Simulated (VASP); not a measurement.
Wanted: the native input for a VASP 6.6.1 run.

- Task: single point
- Functional: r2SCAN50
- Potentials or basis: VASP PAW PBE potentials, release 64 (Cd, Se)
- Cutoff: 520 eV
- k mesh: 4 × 4 × 4
- Occupations: fermi-dirac, width 0.05 eV
- Spin: no spin polarisation
- Dipole correction: no
- Grid for exact exchange (PRECFOCK): Normal
- Further INCAR settings: ALGO = Normal; EDIFF = 1e-06; NBANDS = 16
- Share of exact exchange: 0.5

CdSe:

```
Cd Se
1.0
     0.00000    2.87396    2.87396
     2.87396    0.00000    2.87396
     2.87396    2.87396    0.00000
Cd Se
1 1
Direct
  0.00000 0.00000 0.00000
  0.50000 0.50000 0.50000
```

The input as run:

POSCAR

```
CdSe
1.0
    0.0000000000      2.8739580000      2.8739580000
    2.8739580000      0.0000000000      2.8739580000
    2.8739580000      2.8739580000      0.0000000000
Cd Se
1 1
Direct
    0.0000000000      0.0000000000      0.0000000000
    0.5000000000      0.5000000000      0.5000000000
```

INCAR.step1

```
PREC = Accurate ; ENCUT = 520
EDIFF = 1E-5 ; ISMEAR = -1
SIGMA = 0.05 ; LREAL = F
LASPH = T ; NELM = 60
ALGO = Normal ; ISIF = 2
LWAVE = T ; LCHARG = F
GGA = PE ; NBANDS = 16
```

INCAR.step2

```
PREC = Accurate ; ENCUT = 520
EDIFF = 1E-6 ; ISMEAR = -1
SIGMA = 0.05 ; LREAL = F
LASPH = T ; NELM = 60
ALGO = Normal ; ISIF = 2
LWAVE = F ; LCHARG = F
METAGGA = R2SCAN ; LHFCALC = T
AEXX = 0.5 ; LMIXTAU = T
PRECFOCK = Normal ; ISTART = 1
NBANDS = 16
```

KPOINTS

```
Automatic mesh
0
Gamma
  4 4 4
```

Potentials or basis: VASP PAW PBE potentials, release 64 (Cd, Se).

The run is started by

```sh
$ cat potpaw_PBE.64/Cd/POTCAR potpaw_PBE.64/Se/POTCAR > POTCAR
$ cp INCAR.step1 INCAR
$ mpirun -np 1 vasp_std > vasp.out
$ cp INCAR.step2 INCAR
$ mpirun -np 1 vasp_std > vasp.out
```

Results of the run:

| Quantity | Value |
| --- | --- |
| Pressure | -3.6 GPa |
| Band gap on the k mesh | 2.95 eV (least direct gap 4.19 eV) |

Caveat: the k points lie up to 0.47 Å⁻¹ apart; the PAW data sets were made with another functional, which shifts forces and pressure a little.

Wall time 16 min on 1 thread of Intel(R) Xeon(R) Platinum 8375C CPU @ 2.90GHz (Ice Lake), with other jobs on the host, peak memory 0.18 GiB.
